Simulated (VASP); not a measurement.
# HfNb2O7: single point with PBE

The system is HfNb2O7.

```
CELL_PARAMETERS angstrom
6.40076 0.19280 -0.05257
0.19280 6.70531 -0.09138
-0.05257 -0.09138 6.56384
ATOMIC_POSITIONS crystal
Hf 0.27065 0.79660 0.08458
Hf 0.09031 0.24687 0.36473
O 0.94123 0.73829 0.98818
O 0.57192 0.26521 0.92741
O 0.03324 0.55130 0.46450
O 0.40323 0.21347 0.48742
O 0.78260 0.83052 0.57012
O 0.53505 0.90515 0.17463
O 0.10274 0.89998 0.31924
O 0.03034 0.19574 0.65413
O 0.34718 0.52835 0.20576
O 0.71411 0.53192 0.22633
O 0.81215 0.15871 0.25728
O 0.22722 0.17450 0.07790
O 0.20457 0.48451 0.79847
O 0.27611 0.88634 0.76842
Nb 0.81018 0.78579 0.27838
Nb 0.54184 0.29358 0.20214
Nb 0.29551 0.20789 0.78574
Nb 0.04084 0.72601 0.68648
```

```json
{"Program": "VASP 6.6.1", "Task": "single point", "Functional": "PBE", "Potentials or basis": "VASP PAW PBE potentials, release 64 (Hf_pv, O, Nb_sv)", "Cutoff": "520 eV", "k mesh": "1 × 1 × 1", "Occupations": "fermi-dirac, width 0.05 eV", "Spin": "no spin polarisation", "Dipole correction": "no", "Further INCAR settings": "LREAL = Auto; ALGO = Normal; EDIFF = 1e-06; NBANDS = 94; ISYM = 0"}
```

```
Pressure               : -1.4 GPa
Largest force          : 2.073 eV/Å
Band gap on the k mesh : 2.78 eV
```

Forces in eV/Å, atoms in the order of the input:
```
Hf   0.107 -0.999  0.597
Hf  -1.020  0.212 -0.228
O    1.121  0.231 -0.716
O   -0.592 -0.127 -1.393
O   -0.095 -1.031 -0.846
O   -0.280  0.439 -0.317
O    0.015  0.009  0.238
O    1.464  0.000  0.761
O    0.121  0.219  0.680
O   -0.024 -0.708 -0.502
O   -0.768  0.135 -0.188
O    0.360  0.629  0.631
O    0.252 -0.308  0.462
O    0.245 -0.476  0.219
O    0.231  0.719  0.332
O   -0.199  0.136  0.261
Nb  -1.279  0.339 -1.595
Nb   0.641  0.004  0.637
Nb   0.024  0.692 -0.539
Nb  -0.323 -0.114  1.507
```

Stress tensor (GPa, compression positive):
```
 5.52  0.53  2.22
 0.53 -7.69  0.50
 2.22  0.50 -2.08
```

Levels at points of the mesh, in eV from the valence-band top:
```
           k point  band 74  band 75  band 76  band 77  band 78  band 79  band 80  band 81  band 82  band 83
(0.00, 0.00, 0.00)    -0.65    -0.54    -0.41    -0.23     0.00     2.78     3.00     3.18     3.36     3.47
```

It took 72 s on 1 thread of Intel(R) Xeon(R) Platinum 8259CL CPU @ 2.50GHz (Skylake/Cascade Lake), with other jobs on the host, peak memory 0.33 GiB.

Caveat: the k points lie up to 0.98 Å⁻¹ apart; spin-orbit coupling is left out, which moves the levels of the heavy elements.
